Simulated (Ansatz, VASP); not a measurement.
One calculation of CoSi, two programs

INCAR

```
SYSTEM = CoSi
ALGO = Normal
EDIFF = 1E-7
ENCUT = 520
GGA = PE
ISIF = 2
ISMEAR = 0
ISPIN = 2
LASPH = .TRUE.
LCHARG = .FALSE.
LMAXMIX = 4
LORBIT = 11
LREAL = .FALSE.
LWAVE = .FALSE.
MAGMOM = 0 0 0 0 0 0 0 0
NBANDS = 40
NELM = 150
PREC = Accurate
SIGMA = 0.05
```

File KPOINTS:

```
k-points
0
G
  8 8 8
  0 0 0
```

Contents of POSCAR:

```
CoSi
1.0
    4.4380000000      0.0000000000      0.0000000000
    0.0000000000      4.4380000000      0.0000000000
    0.0000000000      0.0000000000      4.4380000000
Co Si
4 4
Direct
    0.1400000000      0.1400000000      0.1400000000
    0.3600000000      0.8600000000      0.6400000000
    0.6400000000      0.3600000000      0.8600000000
    0.8600000000      0.6400000000      0.3600000000
    0.8430000000      0.8430000000      0.8430000000
    0.6570000000      0.1570000000      0.3430000000
    0.3430000000      0.6570000000      0.1570000000
    0.1570000000      0.3430000000      0.6570000000
```

Input for Ansatz:

```yaml
crystal:
  lattice:
    - [4.438, 0.0, 0.0]
    - [0.0, 4.438, 0.0]
    - [0.0, 0.0, 4.438]
  atoms:
    - { symbol: Co, position: [0.14, 0.14, 0.14] }
    - { symbol: Co, position: [0.36, 0.86, 0.64] }
    - { symbol: Co, position: [0.64, 0.36, 0.86] }
    - { symbol: Co, position: [0.86, 0.64, 0.36] }
    - { symbol: Si, position: [0.843, 0.843, 0.843] }
    - { symbol: Si, position: [0.657, 0.157, 0.343] }
    - { symbol: Si, position: [0.343, 0.657, 0.157] }
    - { symbol: Si, position: [0.157, 0.343, 0.657] }
magnetization:
  spin_polarized: true
basis:
  ecutwfc: 500
  fft_grid_basis: typed
kpoints:
  mp_grid: { grid: [8, 8, 8] }
hamiltonian:
  xc: pbe
  pseudopotentials: { kind: paw }
scf:
  occupations: { method: gaussian, width: 0.05 }
  n_extra_bands: 10
output:
  forces: true
  stress: false
  eigenvalues: true
  bader: false
  write_density: false
  volumetric_format: npy
  populations: true
  band_densities:
    - { e_range: [-0.25, 0.25] }
    - { e_range: [-1.2, 0.0] }
    - { e_range: [0.0, 1.2] }
    - { e_range: [-13.71, -9.13] }
    - { e_range: [-9.13, -4.56] }
  dos:
    e_range: [-30, 8]
    de: 0.02
    method: { smearing: { sigma: 0.03, scheme: gaussian } }
    projected: { site_lists: { Co: [Co], Si: [Si] } }
checkpoint:
  read: start.run
  write: ck
  compress: false
  write_wavefunctions: false
  write_every: 100000
```

Alike in both runs: task single point; functional PBE; k mesh 8 × 8 × 8; occupations gaussian, width 0.05 eV; collinear spin.

|  | VASP | Ansatz |
| --- | --- | --- |
| version | VASP 6.6.1 | Ansatz 0.2.0 |
| potentials or method | VASP PAW PBE potentials, release 64 (Co, Si), cutoff 520 eV | scalar-relativistic, plane waves, PAW |
| valence electrons in the cell | 52 | 84 |

|  | VASP | Ansatz | Ansatz less VASP |
| --- | --- | --- | --- |
| gap on the k mesh at the Fermi level (eV) | none | none | - |
| rms of the force components (eV/Å) | 0.112 | 0.109 | -0.0029 |

Atom by atom the forces differ by 0.003 eV/Å (rms over components). A gap of «none» marks a metal or a gap that the smearing closes. With one functional, cell and mesh, what is left measures potentials, basis and numerics. VASP's potentials hold 52 valence electrons a cell and Ansatz's 84, so a difference there can come from the potentials and not from the codes.
